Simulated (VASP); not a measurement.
# Al2Cu (I4/mcm) in VASP: further runs

Runs on Al2Cu. Level: PBEsol. Tasks: single point.

Everything below comes from runs of VASP 6.6.1. Logs are shortened: lines on timing, memory, paths and dates and some standing lists are left out, and cuts for length are marked.

## Step 1: The cell of the first run

Symmetry: I4/mcm, No. 140, tetragonal system. Conventional cell: a = 5.301 Å, b = 5.301 Å, c = 4.271 Å, α = 90.00°, β = 90.00°, γ = 90.00°. Within 3.0 Å of Al (site symmetry m2m) lie 4 Cu at 2.27 Å and 11 Al at 2.34 to 2.83 Å. Cu (site symmetry 422) has 2 Cu at 2.14 Å and 8 Al at 2.27 Å within 2.8 Å.

## Step 2: Single point, PBEsol

File INCAR:

```
PREC = Accurate
ENCUT = 520
EDIFF = 1E-6
ISMEAR = 0
SIGMA = 0.1
LREAL = False
LASPH = True
NELM = 100
ALGO = Fast
ISIF = 2
LWAVE = False
LCHARG = False
GGA = PS
NBANDS = 26
```

File KPOINTS:

```
Automatic mesh
0
Gamma
  10 10 10
```

File POSCAR:

```
Al2Cu
1.0
   -2.6503276199      2.6503276199      2.1354403515
    2.6503276199     -2.6503276199      2.1354403515
    2.6503276199      2.6503276199     -2.1354403515
Al Cu
4 2
Direct
    0.8438857745      0.6561142255      0.5000000000
    0.6561142255      0.1561142255      0.8122284511
    0.3438857745      0.8438857745      0.1877715489
    0.1561142255      0.3438857745      0.5000000000
    0.2500000000      0.2500000000      0.0000000000
    0.7500000000      0.7500000000      0.0000000000
```

Potentials or basis: VASP PAW PBE potentials, release 64 (Al, Cu).

Launch:

```sh
$ cat potpaw_PBE.64/Al/POTCAR potpaw_PBE.64/Cu/POTCAR > POTCAR
$ mpirun -np 1 vasp_std > vasp.out
```

OUTCAR:

```text
PREC = Accurate
   ENCUT = 520
   EDIFF = 1E-6
   ISMEAR = 0
   LREAL = False
   LASPH = True
   NELM = 100
   ISIF = 2
   GGA = PS

 ion  position               nearest neighbor table
   1  0.844  0.656  0.500-   5 2.27   5 2.27   6 2.27   6 2.27   4 2.34   4 2.56   4 2.56   2 2.70
                             3 2.70   2 2.70   3 2.70   2 2.83   3 2.83   3 2.83   2 2.83
   2  0.656  0.156  0.812-   5 2.27   6 2.27   5 2.27   6 2.27   3 2.34   3 2.56   3 2.56   1 2.70
                             4 2.70   4 2.70   1 2.70   1 2.83   4 2.83   1 2.83   4 2.83
   3  0.344  0.844  0.188-   5 2.27   6 2.27   5 2.27   6 2.27   2 2.34   2 2.56   2 2.56   1 2.70
                             4 2.70   4 2.70   1 2.70   1 2.83   4 2.83   4 2.83   1 2.83
   4  0.156  0.344  0.500-   6 2.27   6 2.27   5 2.27   5 2.27   1 2.34   1 2.56   1 2.56   2 2.70
                             3 2.70   2 2.70   3 2.70   2 2.83   3 2.83   2 2.83   3 2.83
   5  0.250  0.250  0.000-   6 2.14   6 2.14   2 2.27   3 2.27   2 2.27   3 2.27   1 2.27   1 2.27
                             4 2.27   4 2.27
   6  0.750  0.750  0.000-   5 2.14   5 2.14   2 2.27   3 2.27   2 2.27   3 2.27   4 2.27   4 2.27
                             1 2.27   1 2.27

  LATTYP: Found a body centered tetragonal cell.
 ALAT       =     5.3006552398
 C/A-ratio  =     0.8057269356

  Lattice vectors:

 A1 = (  -2.6503276199,   2.6503276199,   2.1354403515)
 A2 = (   2.6503276199,  -2.6503276199,   2.1354403515)
 A3 = (   2.6503276199,   2.6503276199,  -2.1354403515)

Analysis of symmetry for initial positions (statically):
=====================================================================
 Subroutine PRICEL returns:
 Original cell was already a primitive cell.

 Routine SETGRP: Setting up the symmetry group for a
 body centered tetragonal supercell.

 Subroutine GETGRP returns: Found 16 space group operations
 (whereof  8 operations were pure point group operations)
 out of a pool of 16 trial point group operations.

The static configuration has the point symmetry C_4h.
 The point group associated with its full space group is D_4h.

Analysis of symmetry for dynamics (positions and initial velocities):
=====================================================================
 Subroutine PRICEL returns:
 Original cell was already a primitive cell.

 Routine SETGRP: Setting up the symmetry group for a
 body centered tetragonal supercell.

 Subroutine GETGRP returns: Found 16 space group operations
 (whereof  8 operations were pure point group operations)
 out of a pool of 16 trial point group operations.

The dynamic configuration has the point symmetry C_4h.
 The point group associated with its full space group is D_4h.

 Subroutine INISYM returns: Found 16 space group operations
[... 112 lines left out ...]
   ISYM   =      2    0-nonsym 1-usesym 2-fastsym
   POTIM  = 0.5000    time-step for ionic-motion
   TEBEG  =    0.0;   TEEND  =   0.0 temperature during run
   PSTRESS=    0.0 pullay stress
   NELECT =      34.0000    total number of electrons
   NUPDOWN=      -1.0000    fix difference up-down
   EMIN   =  10.00;   EMAX   =-10.00  energy-range for DOS
   EFERMI =   0.00;   METHOD = LEGACY
   ISMEAR =     0;   SIGMA  =   0.10  broadening in eV -4-tet -1-fermi 0-gaus
   EFERMI_NEDOS =   21; number of points for ismear=-14 and -15
   IALGO  =     68    algorithm
   IMIX   =      4    mixing-type and parameters
     AMIX     =   0.40;   BMIX     =  1.00
     AMIX_MAG =   1.60;   BMIX_MAG =  1.00
  volume/ion in A,a.u.               =      10.00        67.48
  Fermi-wavevector in a.u.,A,eV,Ry     =   1.354729  2.560066 24.970629  1.835289
  Thomas-Fermi vector in A             =   2.481876
   LORBIT       =      0    0 simple, 1 ext, 2 COOP (PROOUT), +10 PAW based schemes
   GGA     = PS    functional components
   LHFCALC =     F    Hartree Fock is set to
   AEXX    =    0.0000 exact exchange contribution
   IVDW    =     0    specifies the selected vdW correction
   LEPSILON=     F    determine dielectric tensor
   LRPA    =     F    only Hartree local field effects (RPA)
 non-spin polarized calculation
 RMM-DIIS sequential band-by-band and
 Gauss-broadening in eV      SIGMA  =   0.10
  energy-cutoff  :      520.00
  volume of cell :       60.00
 maximum number of plane-waves:      1644
   NGX = 17   NGY = 17   NGZ = 17

 number of electron      34.0000031 magnetization

 Free energy of the ion-electron system (eV)
  ---------------------------------------------------
  ext. energy  EPLUGINS =         0.00000000
  ---------------------------------------------------
  free energy    TOTEN  =       -20.56076640 eV

  energy without entropy =      -20.55387685  energy(sigma->0) =      -20.55732163

 E-fermi :  13.1938     XC(G=0): -12.7683

 val. band max:       13.1809540567   @ k =  -0.2000   0.2000   0.2000
 cond. band min:      13.2373194911   @ k =  -0.2000   0.4000   0.2000
 fundamental gap:      0.0563654345
 Fermi energy:        13.1938000925

 k-point     1 :       0.0000    0.0000    0.0000
  band No.  band energies     occupation
      1      -0.8072      2.00000
      2       5.5020      2.00000
      3       5.5432      2.00000
      4       5.5432      2.00000
      5       5.5701      2.00000
      6       7.0039      2.00000
[... 685 lines left out ...]
     25      22.1390      0.00000
     26      22.3432      0.00000

 [... further k-points ...]

------------------------ aborting loop because EDIFF is reached ----------------------------------------

  FORCE on cell =-STRESS in cart. coord.  units (eV):
  Direction    XX          YY          ZZ          XY          YZ          ZX
  --------------------------------------------------------------------------------------
  -------------------------------------------------------------------------------------
  Total       33.7188064     33.7188064     33.7795789      0.0000000      0.0000000      0.0000000
  in kB      900.4015096    900.4015096    902.0243325      0.0000000      0.0000000      0.0000000
  external PRESSURE =     900.9424505 kB  Pullay stress =       0.0000000 kB

 VOLUME and BASIS-vectors are now :
 -----------------------------------------------------------------------------
  energy-cutoff  :      520.00
  volume of cell :       60.00
      direct lattice vectors                 reciprocal lattice vectors
    -2.650327620  2.650327620  2.135440351     0.000000000  0.188655922  0.234143744
     2.650327620 -2.650327620  2.135440351     0.188655922  0.000000000  0.234143744
     2.650327620  2.650327620 -2.135440351     0.188655922  0.188655922  0.000000000

 POSITION                                       TOTAL-FORCE (eV/Angst)
 -----------------------------------------------------------------------------------
      0.82751      1.82282      2.13544         0.006555     -0.006555      0.000000
      0.82751      3.47784     -0.00000         0.006555      0.006555     -0.000000
      1.82282     -0.82751      2.13544        -0.006555     -0.006555      0.000000
      1.82282      0.82751      0.00000        -0.006555      0.006555      0.000000
      0.00000      0.00000      1.06772         0.000000      0.000000     -0.000000
      0.00000      0.00000      3.20316         0.000000      0.000000     -0.000000
 -----------------------------------------------------------------------------------
    total drift:                               -0.000000     -0.000000     -0.000000

  FREE ENERGIE OF THE ION-ELECTRON SYSTEM (eV)
  ---------------------------------------------------
  free  energy   TOTEN  =       -20.5607664040 eV

  energy  without entropy=      -20.5538768485  energy(sigma->0) =      -20.55732163
```

OSZICAR:

```text
N       E                     dE             d eps       ncg     rms          rms(c)
DAV:   1     0.212772439113E+03    0.21277E+03   -0.14209E+04  5376   0.168E+03
[... 11 lines left out ...]
RMM:  13    -0.205607459754E+02    0.18783E-02   -0.37182E-03  6440   0.867E-01    0.598E-02
RMM:  14    -0.205608152732E+02   -0.69298E-04   -0.10283E-03  8032   0.205E-01    0.818E-02
RMM:  15    -0.205608285441E+02   -0.13271E-04   -0.89430E-05  7833   0.609E-02    0.143E-01
RMM:  16    -0.205607775298E+02    0.51014E-04   -0.50782E-05  6803   0.860E-02    0.901E-02
RMM:  17    -0.205607663224E+02    0.11207E-04   -0.28943E-05  6772   0.409E-02    0.374E-02
RMM:  18    -0.205607669548E+02   -0.63249E-06   -0.10064E-05  5939   0.206E-02    0.320E-02
RMM:  19    -0.205607664040E+02    0.55081E-06   -0.17349E-06  4077   0.141E-02
   1 F= -.20560766E+02 E0= -.20557322E+02  d E =-.688956E-02
```

It took 100 s on 1 thread of Intel Xeon Platinum 8559C (Emerald Rapids), shared host; peak memory 0.26 GiB.

Results:

```yaml
Free_energy: -20.5608 eV
Pressure: 90.1 GPa
Largest_force: 0.009 eV/Å
Band_gap_on_the_k_mesh: zero (bands 17 and 18 overlap by 5.45 eV)
```

Forces in eV/Å, atoms in the order of the input:
```
Al   0.007 -0.007  0.000
Al   0.007  0.007  0.000
Al  -0.007 -0.007  0.000
Al  -0.007  0.007  0.000
Cu   0.000  0.000  0.000
Cu   0.000  0.000  0.000
```

Stress tensor (GPa, compression positive):
```
90.04  0.00  0.00
 0.00 90.04  0.00
 0.00  0.00 90.20
```

Levels at points of the mesh, in eV from the Fermi level:
```
           k point  band 15  band 16  band 17  band 18  band 19  band 20
(0.00, 0.00, 0.00)    -2.09    -2.00    -2.00    -1.39    -0.66     1.42
(0.50, 0.00, 0.00)    -3.38    -3.38     0.30     0.30     4.74     4.74
(0.50, 0.50, 0.00)    -2.24    -2.14    -0.59    -0.31     1.10     1.86
(0.50, 0.50, 0.50)    -4.47    -2.25     2.97     2.97     3.16     4.34
```

Caveat: the cell stands under pressure; the PAW data sets were made with another functional, which shifts forces and pressure a little.

(Continued in part 2 of 2.)
